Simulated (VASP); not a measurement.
# CoO (Fm-3m) in VASP: further runs, part 2 of 3

VASP 6.6.1. The steps go on from the part before.

## 3. Single point, PBE, collinear spin, ferromagnetic start

This run uses another cell than the first one, of 9.30 Å³/atom, 1.021 times its volume.

File INCAR:

```
SYSTEM = CoO
PREC = Accurate
ENCUT = 520
EDIFF = 1E-6
ISMEAR = -1
SIGMA = 0.05
LREAL = .False.
LASPH = .True.
NELM = 150
ALGO = Normal
ISIF = 2
LWAVE = .False.
LCHARG = .False.
ISPIN = 2
MAGMOM = 2 0
LORBIT = 11
LMAXMIX = 4
GGA = PE
NBANDS = 18
```

File KPOINTS:

```
Automatic mesh
0
Gamma
  11 11 11
  0 0 0
```

File POSCAR:

```
CoO
1.0
    0.0000000000      2.1026940521      2.1026940521
    2.1026940521      0.0000000000      2.1026940521
    2.1026940521      2.1026940521      0.0000000000
Co O
1 1
Direct
    0.0000000000      0.0000000000      0.0000000000
    0.5000000000      0.5000000000      0.5000000000
```

Potentials or basis: VASP PAW PBE potentials, release 64 (Co, O).

Command:

```sh
$ cat potpaw_PBE.64/Co/POTCAR potpaw_PBE.64/O/POTCAR > POTCAR
$ mpirun -np 1 vasp_std > vasp.out
```

OUTCAR:

```text
SYSTEM = CoO
   PREC = Accurate
   ENCUT = 520
   EDIFF = 1E-6
   ISMEAR = -1
   LREAL = .False.
   LASPH = .True.
   NELM = 150
   ISIF = 2
   ISPIN = 2
   LORBIT = 11
   GGA = PE

 ion  position               nearest neighbor table
   1  0.000  0.000  0.000-   2 2.10   2 2.10   2 2.10   2 2.10   2 2.10   2 2.10
   2  0.500  0.500  0.500-   1 2.10   1 2.10   1 2.10   1 2.10   1 2.10   1 2.10

  LATTYP: Found a face centered cubic cell.
 ALAT       =     4.2053881042

  Lattice vectors:

 A1 = (   0.0000000000,   2.1026940521,   2.1026940521)
 A2 = (   2.1026940521,   0.0000000000,   2.1026940521)
 A3 = (   2.1026940521,   2.1026940521,   0.0000000000)

Analysis of symmetry for initial positions (statically):
=====================================================================
 Subroutine PRICEL returns:
 Original cell was already a primitive cell.

 Routine SETGRP: Setting up the symmetry group for a
 face centered cubic supercell.

[... 703 lines left out ...]
      5       7.2745      1.00000
      6       7.2746      1.00000
[... 493 lines left out ...]
     17      37.4863      0.00000
     18      39.2278      0.00000

 [... further k-points ...]

------------------------ aborting loop because EDIFF is reached ----------------------------------------

  FORCE on cell =-STRESS in cart. coord.  units (eV):
  Direction    XX          YY          ZZ          XY          YZ          ZX
  --------------------------------------------------------------------------------------
  -------------------------------------------------------------------------------------
  Total        0.5333097      0.5333097      0.5333097     -0.0000000     -0.0000000      0.0000000
  in kB       45.9548984     45.9548984     45.9548984     -0.0000000     -0.0000000      0.0000000
  external PRESSURE =      45.9548984 kB  Pullay stress =       0.0000000 kB

 VOLUME and BASIS-vectors are now :
 -----------------------------------------------------------------------------
  energy-cutoff  :      520.00
  volume of cell :       18.59
      direct lattice vectors                 reciprocal lattice vectors
     0.000000000  2.102694052  2.102694052    -0.237790181  0.237790181  0.237790181
     2.102694052  0.000000000  2.102694052     0.237790181 -0.237790181  0.237790181
     2.102694052  2.102694052  0.000000000     0.237790181  0.237790181 -0.237790181

 POSITION                                       TOTAL-FORCE (eV/Angst)
 -----------------------------------------------------------------------------------
      0.00000      0.00000      0.00000        -0.000000     -0.000000      0.000000
      2.10269      2.10269      2.10269         0.000000      0.000000      0.000000
 -----------------------------------------------------------------------------------
    total drift:                                0.000000     -0.000000     -0.000000

  FREE ENERGIE OF THE ION-ELECTRON SYSTEM (eV)
  ---------------------------------------------------
  free  energy   TOTEN  =       -13.0564868317 eV

  energy  without entropy=      -13.0222003477  energy(sigma->0) =      -13.03934359

 total charge

# of ion       s       p       d       tot
------------------------------------------
    1        0.304   0.382   7.178   7.864
    2        1.557   3.440   0.000   4.997
--------------------------------------------------
tot          1.861   3.822   7.178  12.860

 magnetization (x)

# of ion       s       p       d       tot
------------------------------------------
    1        0.021   0.019   2.442   2.482
    2        0.030   0.244   0.000   0.273
--------------------------------------------------
tot          0.050   0.263   2.442   2.755
```

OSZICAR:

```text
N       E                     dE             d eps       ncg     rms          rms(c)
DAV:   1     0.778933938260E+02    0.77893E+02   -0.65246E+03  4192   0.968E+02
DAV:   2    -0.105518129112E+02   -0.88445E+02   -0.76454E+02  4248   0.225E+02
DAV:   3    -0.153414730692E+02   -0.47897E+01   -0.46562E+01  4776   0.553E+01
DAV:   4    -0.153896241266E+02   -0.48151E-01   -0.48116E-01  4850   0.527E+00
DAV:   5    -0.153907054856E+02   -0.10814E-02   -0.10812E-02  5030   0.789E-01    0.166E+01
DAV:   6    -0.142033022354E+02    0.11874E+01   -0.15221E+01  5210   0.590E+01    0.188E+01
DAV:   7    -0.131462438904E+02    0.10571E+01   -0.59490E+00  5010   0.449E+01    0.799E+00
DAV:   8    -0.130684725305E+02    0.77771E-01   -0.33459E-01  5712   0.902E+00    0.424E+00
DAV:   9    -0.130645991636E+02    0.38734E-02   -0.15582E-01  6032   0.668E+00    0.227E+00
DAV:  10    -0.130586997100E+02    0.58995E-02   -0.43303E-02  5994   0.390E+00    0.733E-01
DAV:  11    -0.130565722599E+02    0.21275E-02   -0.19421E-02  5658   0.222E+00    0.261E-01
DAV:  12    -0.130564861491E+02    0.86111E-04   -0.19234E-03  5628   0.556E-01    0.461E-02
DAV:  13    -0.130564886876E+02   -0.25385E-05   -0.10515E-04  4518   0.803E-02    0.390E-02
DAV:  14    -0.130564858412E+02    0.28464E-05   -0.54950E-06  5274   0.232E-02    0.122E-02
DAV:  15    -0.130564868317E+02   -0.99053E-06   -0.95159E-07  3628   0.198E-02
   1 F= -.13056487E+02 E0= -.13039344E+02  d E =-.342865E-01  mag=     2.8020
```

Wall time 16 s (1 thread of Intel Xeon 6975P-C (Granite Rapids), shared host); peak memory 0.16 GiB.

Results:

```
Free energy                                           : -13.0565 eV
Pressure                                              : 4.6 GPa
Net moment                                            : 2.80 μB per cell
Site moments                                          : Co +2.48; O +0.27 μB
Valence electrons inside the program's atomic spheres : Co 7.86; O 5.00
```

Caveat: a cell with one magnetic atom can't hold antiferromagnetic order, which such compounds often take; semilocal functionals often make such compounds metallic where correlation or magnetic order opens a gap, which also shifts bond lengths.

## 4. Single point, PBE, collinear spin, ferromagnetic start

This run uses another cell than the first one, of 9.49 Å³/atom, 1.043 times its volume.

File INCAR:

```
SYSTEM = CoO
PREC = Accurate
ENCUT = 520
EDIFF = 1E-6
ISMEAR = -1
SIGMA = 0.05
LREAL = .FALSE.
LASPH = .TRUE.
NELM = 150
ALGO = Normal
ISIF = 2
LWAVE = .FALSE.
LCHARG = .FALSE.
ISPIN = 2
MAGMOM = 2 0
LORBIT = 11
LMAXMIX = 4
GGA = PE
NBANDS = 18
```

File KPOINTS:

```
regular mesh
0
G
  11 11 11
  0 0 0
```

File POSCAR:

```
CoO
1.0
    0.0000000000      2.1171958487      2.1171958487
    2.1171958487      0.0000000000      2.1171958487
    2.1171958487      2.1171958487      0.0000000000
Co O
1 1
Direct
    0.0000000000      0.0000000000      0.0000000000
    0.5000000000      0.5000000000      0.5000000000
```

Potentials or basis: VASP PAW PBE potentials, release 64 (Co, O).

Command:

```sh
$ cat potpaw_PBE.64/Co/POTCAR potpaw_PBE.64/O/POTCAR > POTCAR
$ mpirun -np 1 vasp_std > vasp.out
```

OUTCAR:

```text
SYSTEM = CoO
   PREC = Accurate
   ENCUT = 520
   EDIFF = 1E-6
   ISMEAR = -1
   LREAL = .FALSE.
   LASPH = .TRUE.
   NELM = 150
   ISIF = 2
   ISPIN = 2
   LORBIT = 11
   GGA = PE

 ion  position               nearest neighbor table
   1  0.000  0.000  0.000-   2 2.12   2 2.12   2 2.12   2 2.12   2 2.12   2 2.12
   2  0.500  0.500  0.500-   1 2.12   1 2.12   1 2.12   1 2.12   1 2.12   1 2.12

  LATTYP: Found a face centered cubic cell.
 ALAT       =     4.2343916974

  Lattice vectors:

 A1 = (   0.0000000000,   2.1171958487,   2.1171958487)
 A2 = (   2.1171958487,   0.0000000000,   2.1171958487)
 A3 = (   2.1171958487,   2.1171958487,   0.0000000000)

Analysis of symmetry for initial positions (statically):
=====================================================================
 Subroutine PRICEL returns:
 Original cell was already a primitive cell.

 Routine SETGRP: Setting up the symmetry group for a
 face centered cubic supercell.

 Subroutine GETGRP returns: Found 48 space group operations
 (whereof 48 operations were pure point group operations)
 out of a pool of 48 trial point group operations.

The static configuration has the point symmetry O_h .

Analysis of symmetry for dynamics (positions and initial velocities):
=====================================================================
 Subroutine PRICEL returns:
 Original cell was already a primitive cell.

 Routine SETGRP: Setting up the symmetry group for a
 face centered cubic supercell.

 Subroutine GETGRP returns: Found 48 space group operations
 (whereof 48 operations were pure point group operations)
 out of a pool of 48 trial point group operations.

The dynamic configuration has the point symmetry O_h .

Analysis of structural, dynamic, and magnetic symmetry:
=====================================================================
 Subroutine PRICEL returns:
 Original cell was already a primitive cell.

 Routine SETGRP: Setting up the symmetry group for a
 face centered cubic supercell.

 Subroutine GETGRP returns: Found 48 space group operations
 (whereof 48 operations were pure point group operations)
 out of a pool of 48 trial point group operations.

The overall configuration has the point symmetry O_h .

 Subroutine INISYM returns: Found 48 space group operations
 (whereof 48 operations are pure point group operations),
 and found     1 'primitive' translations

----------------------------------------------------------------------------------------

                                     Primitive cell

  volume of cell :      18.9807

  direct lattice vectors                    reciprocal lattice vectors
     0.000000000  2.117195849  2.117195849    -0.236161430  0.236161430  0.236161430
     2.117195849  0.000000000  2.117195849     0.236161430 -0.236161430  0.236161430
     2.117195849  2.117195849  0.000000000     0.236161430  0.236161430 -0.236161430

  length of vectors
     2.994167083  2.994167083  2.994167083     0.409043596  0.409043596  0.409043596

  position of ions in fractional coordinates (direct lattice)
     0.000000000  0.000000000  0.000000000
     0.500000000  0.500000000  0.500000000

  ion indices of the primitive-cell ions
   primitive index   ion index
                 1           1
[... 64 lines left out ...]
   PREC   = accura    normal or accurate (medium, high low for compatibility)
   ISTART =      0    job   : 0-new  1-cont  2-samecut
   ICHARG =      2    charge: 1-file 2-atom 10-const
   ISPIN  =      2    spin polarized calculation?
   LNONCOLLINEAR =      F non collinear calculations
   LSORBIT =      F    spin-orbit coupling
   LASPH  =      T    aspherical Exc in radial PAW
   ENCUT  =  520.0 eV  38.22 Ry    6.18 a.u.   5.57  5.57  5.57*2*pi/ulx,y,z
   NELM   =    150;   NELMIN=  2; NELMDL= -5     # of ELM steps
   EDIFF  = 0.1E-05   stopping-criterion for ELM
   LREAL  =      F    real-space projection
   EDIFFG = 0.1E-04   stopping-criterion for IOM
   NSW    =      0    number of steps for IOM
   IBRION =     -1    ionic relax: 0-MD 1-quasi-New 2-CG
   NFREE  =      0    steps in history (QN), initial steepest desc. (CG)
   ISIF   =      2    stress and relaxation
   ISYM   =      2    0-nonsym 1-usesym 2-fastsym
   POTIM  = 0.5000    time-step for ionic-motion
   TEBEG  =    0.0;   TEEND  =   0.0 temperature during run
   PSTRESS=    0.0 pullay stress
   NELECT =      15.0000    total number of electrons
   NUPDOWN=      -1.0000    fix difference up-down
   EMIN   =  10.00;   EMAX   =-10.00  energy-range for DOS
   EFERMI =   0.00;   METHOD = LEGACY
   ISMEAR =    -1;   SIGMA  =   0.05  broadening in eV -4-tet -1-fermi 0-gaus
   EFERMI_NEDOS =   21; number of points for ismear=-14 and -15
   IALGO  =     38    algorithm
   IMIX   =      4    mixing-type and parameters
     AMIX     =   0.40;   BMIX     =  1.00
     AMIX_MAG =   1.60;   BMIX_MAG =  1.00
  volume/ion in A,a.u.               =       9.49        64.04
  Fermi-wavevector in a.u.,A,eV,Ry     =   1.513564  2.860222 31.169274  2.290877
  Thomas-Fermi vector in A             =   2.623339
   LORBIT       =     11    0 simple, 1 ext, 2 COOP (PROOUT), +10 PAW based schemes
   GGA     = PE    functional components
   LHFCALC =     F    Hartree Fock is set to
   AEXX    =    0.0000 exact exchange contribution
   IVDW    =     0    specifies the selected vdW correction
   LEPSILON=     F    determine dielectric tensor
   LRPA    =     F    only Hartree local field effects (RPA)
 spin polarized calculation
  energy-cutoff  :      520.00
  volume of cell :       18.98
 maximum number of plane-waves:       532
   NGX = 11   NGY = 11   NGZ = 11

 number of electron      15.0000003 magnetization       2.8528774

 Free energy of the ion-electron system (eV)
  ---------------------------------------------------
  ext. energy  EPLUGINS =         0.00000000
  ---------------------------------------------------
  free energy    TOTEN  =       -13.06375069 eV

  energy without entropy =      -13.02944376  energy(sigma->0) =      -13.04659723

 E-fermi :   8.1577     XC(G=0): -12.5116

 val. band max:        8.1512723273   @ k =  -0.1818   0.2727   0.0909
 cond. band min:       8.1604536529   @ k =  -0.2727   0.1818   0.0000
 fundamental gap:      0.0091813256
 Fermi energy:         8.1576788503

 spin component 1

 k-point     1 :       0.0000    0.0000    0.0000
  band No.  band energies     occupation
      1     -12.1951      1.00000
      2       4.9101      1.00000
      3       4.9101      1.00000
      4       4.9673      1.00000
      5       4.9673      1.00000
      6       4.9673      1.00000
[... 493 lines left out ...]
     17      36.2325      0.00000
     18      38.0053      0.00000

 [... further k-points ...]

 spin component 2

 k-point     1 :       0.0000    0.0000    0.0000
  band No.  band energies     occupation
      1     -11.7142      1.00000
      2       5.5045      1.00000
      3       5.5045      1.00000
      4       5.5045      1.00000
      5       7.0230      1.00000
      6       7.0230      1.00000
[... 493 lines left out ...]
     17      36.8446      0.00000
     18      38.5964      0.00000

 [... further k-points ...]

------------------------ aborting loop because EDIFF is reached ----------------------------------------

  FORCE on cell =-STRESS in cart. coord.  units (eV):
  Direction    XX          YY          ZZ          XY          YZ          ZX
  --------------------------------------------------------------------------------------
  -------------------------------------------------------------------------------------
  Total        0.1200437      0.1200437      0.1200437     -0.0000000     -0.0000000      0.0000000
  in kB       10.1329765     10.1329765     10.1329765     -0.0000000     -0.0000000      0.0000000
  external PRESSURE =      10.1329765 kB  Pullay stress =       0.0000000 kB

 VOLUME and BASIS-vectors are now :
 -----------------------------------------------------------------------------
  energy-cutoff  :      520.00
  volume of cell :       18.98
      direct lattice vectors                 reciprocal lattice vectors
     0.000000000  2.117195849  2.117195849    -0.236161430  0.236161430  0.236161430
     2.117195849  0.000000000  2.117195849     0.236161430 -0.236161430  0.236161430
     2.117195849  2.117195849  0.000000000     0.236161430  0.236161430 -0.236161430

 POSITION                                       TOTAL-FORCE (eV/Angst)
 -----------------------------------------------------------------------------------
      0.00000      0.00000      0.00000        -0.000000      0.000000      0.000000
      2.11720      2.11720      2.11720         0.000000     -0.000000     -0.000000
 -----------------------------------------------------------------------------------
    total drift:                                0.000000     -0.000000     -0.000000

  FREE ENERGIE OF THE ION-ELECTRON SYSTEM (eV)
  ---------------------------------------------------
  free  energy   TOTEN  =       -13.0637506946 eV

  energy  without entropy=      -13.0294437588  energy(sigma->0) =      -13.04659723

 total charge

# of ion       s       p       d       tot
------------------------------------------
    1        0.299   0.368   7.159   7.825
    2        1.556   3.431   0.000   4.987
--------------------------------------------------
tot          1.855   3.798   7.159  12.812

 magnetization (x)

# of ion       s       p       d       tot
------------------------------------------
    1        0.021   0.018   2.481   2.520
    2        0.029   0.255   0.000   0.284
--------------------------------------------------
tot          0.050   0.274   2.481   2.804
```

stdout:

```text
POSCAR found type information on POSCAR CoO
 POSCAR found :  2 types and       2 ions
 scaLAPACK will be used
 LDA part: xc-table for (Slater+PW92), standard interpolation
 POSCAR, INCAR and KPOINTS ok, starting setup
 FFT: planning ... GRIDC
 FFT: planning ... GRID_SOFT
 FFT: planning ... GRID
 WAVECAR not read
 entering main loop
```

It took 16 s on 1 thread of Intel Xeon 6975P-C (Granite Rapids), shared host; peak memory 0.16 GiB.

Results:

* Free energy: -13.0638 eV
* Pressure: 1.0 GPa
* Net moment: 2.85 μB per cell
* Site moments: Co +2.52; O +0.28 μB
* Valence electrons inside the program's atomic spheres: Co 7.83; O 4.99

Caveat: a cell with one magnetic atom can't hold antiferromagnetic order, which such compounds often take; semilocal functionals often make such compounds metallic where correlation or magnetic order opens a gap, which also shifts bond lengths. With open d or f shells a metallic result of PBE can be an artefact of self-interaction; +U or a hybrid may open a gap.

## 5. Single point, PBE, collinear spin, ferromagnetic start

This run uses another cell than the first one, of 9.88 Å³/atom, 1.085 times its volume.

File INCAR:

```
PREC = Accurate ; ENCUT = 520
EDIFF = 1E-7 ; ISMEAR = -1
SIGMA = 0.05 ; LREAL = F
LASPH = T ; NELM = 150
ALGO = Normal ; ISIF = 2
LWAVE = F ; LCHARG = F
ISPIN = 2 ; MAGMOM = 2 0
LORBIT = 11 ; LMAXMIX = 4
GGA = PE ; NBANDS = 18
```

File KPOINTS:

```
regular mesh
0
Gamma
  11 11 11
```

File POSCAR:

```
CoO
1.0
    0.0000000000      2.1456179764      2.1456179764
    2.1456179764      0.0000000000      2.1456179764
    2.1456179764      2.1456179764      0.0000000000
Co O
1 1
Direct
    0.0000000000      0.0000000000      0.0000000000
    0.5000000000      0.5000000000      0.5000000000
```

Command:

```sh
$ cat potpaw_PBE.64/Co/POTCAR potpaw_PBE.64/O/POTCAR > POTCAR
$ mpirun -np 1 vasp_std > vasp.out
```

Wall time 18 s (1 thread of Intel Xeon 6975P-C (Granite Rapids), shared host); peak memory 0.16 GiB.

It converged, with:

* Free energy: -13.0532 eV
* Pressure: -5.5 GPa
* Net moment: 2.94 μB per cell
* Site moments: Co +2.58; O +0.30 μB
* Valence electrons inside the program's atomic spheres: Co 7.76; O 4.97

Levels at points of the mesh, in eV from the Fermi level:
Spin up:
```tsv
k point	band 6	band 7	band 8	band 9	band 10	band 11	band 12	band 13
(0.00, 0.00, 0.00)	-3.04	-3.01	-3.01	-3.01	0.90	16.80	17.98	17.98
```
Spin down:
| k point | band 4 | band 5 | band 6 | band 7 | band 8 | band 9 |
| --- | --- | --- | --- | --- | --- | --- |
| (0.00, 0.00, 0.00) | -2.44 | -1.05 | -1.05 | -1.05 | 0.10 | 0.10 |

Caveat: a cell with one magnetic atom can't hold antiferromagnetic order, which such compounds often take; semilocal functionals often make such compounds metallic where correlation or magnetic order opens a gap, which also shifts bond lengths. With open d or f shells a metallic result of PBE can be an artefact of self-interaction; +U or a hybrid may open a gap.

(Part 2 of 3 ends here.)
